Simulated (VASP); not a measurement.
Here is a VASP 6.6.1 calculation.

The input INCAR:

```
PREC = Accurate
ENCUT = 520
EDIFF = 1E-6
ISMEAR = 0
SIGMA = 0.02
LREAL = F
LASPH = T
NELM = 60
ALGO = Normal
ISIF = 2
LWAVE = F
LCHARG = F
GGA = PS
NBANDS = 28
```

Contents of KPOINTS:

```
Automatic mesh
0
Gamma
  8 6 8
```

POSCAR

```
SnO
1.0
    3.3156086192      0.0000000000      0.0000000000
    0.0000000000      5.7050002121      0.0000000000
    0.0000000000      0.0000000000      3.8941647112
Sn O
2 2
Direct
    0.0000000000      0.2337881461      0.5261742566
    0.5000000000      0.7662118539      0.0261742566
    0.0000000000      0.8853566278      0.7238267434
    0.5000000000      0.1146433722      0.2238267434
```

Potentials or basis: VASP PAW PBE potentials, release 64 (Sn_d, O).

Command:

```bash
$ cat potpaw_PBE.64/Sn_d/POTCAR potpaw_PBE.64/O/POTCAR > POTCAR
$ mpirun -np 1 vasp_std > vasp.out
```

Task: What does it give for the band gap on the k mesh?

Result: 1.23 eV (least direct gap 1.85 eV).

Task: Estimate the pressure.

Result: 0.2 GPa.

Task: Predict the largest force.

Result: 0.086 eV/Å.

Stress tensor (GPa, compression positive):
```
0.29 0.00 0.00
0.00 0.32 0.00
0.00 0.00 0.12
```

Caveat: the PAW data sets were made with another functional, which shifts forces and pressure a little; spin-orbit coupling is left out, which moves the levels of the heavy elements. A k mesh can miss the band edges.
